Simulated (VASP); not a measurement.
Set up this calculation in VASP 6.6.1, as the native input.

| Item | Value |
| --- | --- |
| Task | relaxation of cell and atoms |
| Functional | PBE |
| Potentials or basis | VASP PAW PBE potentials, release 64 (Si, C) |
| Cutoff | 600 eV |
| k mesh | 18 × 18 × 4 |
| Occupations | gaussian, width 0.1 eV |
| Spin | no spin polarisation |
| Dipole correction | no |
| Further INCAR settings | ALGO = Normal; EDIFF = 1e-06; IBRION = 2; EDIFFG = -0.01; NSW = 100; ISIF = 3 |

The structure of SiC5 lies in POSCAR:

```
SiC5
1.0
    2.4395025953      0.0000000000      0.0000000000
   -1.2197512976      2.1126712202      0.0000000000
    0.0000000000      0.0000000000     16.8385504802
Si C
1 5
Direct
    0.0000000000      0.0000000000      0.5000000000
    0.0000000000      0.0000000000      0.0000000000
    0.3333333333      0.6666666667      0.7581623312
    0.6666666667      0.3333333333      0.7581623312
    0.3333333333      0.6666666667      0.2418376688
    0.6666666667      0.3333333333      0.2418376688
```

The input as run:

INCAR

```
PREC = Accurate ; ENCUT = 600
EDIFF = 1E-6 ; ISMEAR = 0
SIGMA = 0.1 ; LREAL = F
LASPH = T ; NELM = 80
ALGO = Normal ; ISIF = 3
LWAVE = F ; LCHARG = F
GGA = PE ; IBRION = 2
NSW = 100 ; EDIFFG = -0.01
```

KPOINTS

```
regular mesh
0
Gamma
  18 18 4
```

Potentials or basis: VASP PAW PBE potentials, release 64 (Si, C).

Command:

```bash
$ cat potpaw_PBE.64/Si/POTCAR potpaw_PBE.64/C/POTCAR > POTCAR
$ mpirun -np 1 vasp_std > vasp.out
```

It gave:

- Relaxed volume: 13.90 Å³/atom
- Relaxed cell: a = 2.439 Å, b = 2.439 Å, c = 16.182 Å, α = 90.00°, β = 90.00°, γ = 120.00°
- Space group after relaxing (to 0.05 Å): P6/mmm (No. 191)
- Energy gained by relaxing: 0.2 meV/atom
- Ionic steps: 21
- Pressure after relaxing: 0.1 GPa
- Band gap on the k mesh: zero (band 12 reaches 2.97 eV, above the bottom of band 13 at 2.16 eV)

It took 13 min on 1 thread of Intel(R) Xeon(R) 6975P-C (Granite Rapids), with other jobs on the host, peak memory 0.34 GiB.
